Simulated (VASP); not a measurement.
# Os4C: single point with PBE

Os4C:

```
Os C
1.0
     4.03090    0.00000    0.00000
     0.00000    4.03090    0.00000
     0.00000    0.00000    4.03090
Os C
4 1
Direct
  0.50000 0.00000 0.00000
  0.00000 0.50000 0.00000
  0.00000 0.00000 0.50000
  0.50000 0.50000 0.50000
  0.00000 0.00000 0.00000
```

- Program: VASP 6.6.1
- Task: single point
- Functional: PBE
- Potentials or basis: VASP PAW PBE potentials, release 64 (Os_sv_GW, C)
- Cutoff: 600 eV
- k mesh: 4 × 4 × 4
- Occupations: gaussian, width 0.1 eV
- Spin: no spin polarisation
- Dipole correction: no
- Second run: valence_matched
- Further INCAR settings: ALGO = Normal; EDIFF = 1e-06; NBANDS = 42

```json
{
 "Pressure": "-0.6 GPa",
 "Band gap on the k mesh": "zero (band 34 reaches 13.96 eV, above the bottom of band 35 at 11.92 eV)"
}
```

Levels at points of the mesh, in eV from the Fermi level:
```csv
k point,band 32,band 33,band 34,band 35,band 36,band 37
"(0.00, 0.00, 0.00)",1.00,1.00,1.27,1.44,1.44,1.44
"(0.50, 0.00, 0.00)",-1.50,-1.45,-1.33,-0.78,0.53,1.06
"(0.50, 0.50, 0.00)",-1.26,-1.23,-0.76,-0.76,-0.73,1.91
"(0.50, 0.50, 0.50)",-0.88,0.66,0.66,0.66,1.05,1.05
```

Run time: 19 s on 1 thread of Intel(R) Xeon(R) 6975P-C (Granite Rapids), with other jobs on the host, peak memory 0.19 GiB.

Caveat: the k points lie up to 0.39 Å⁻¹ apart; spin-orbit coupling is left out, which moves the levels of the heavy elements.
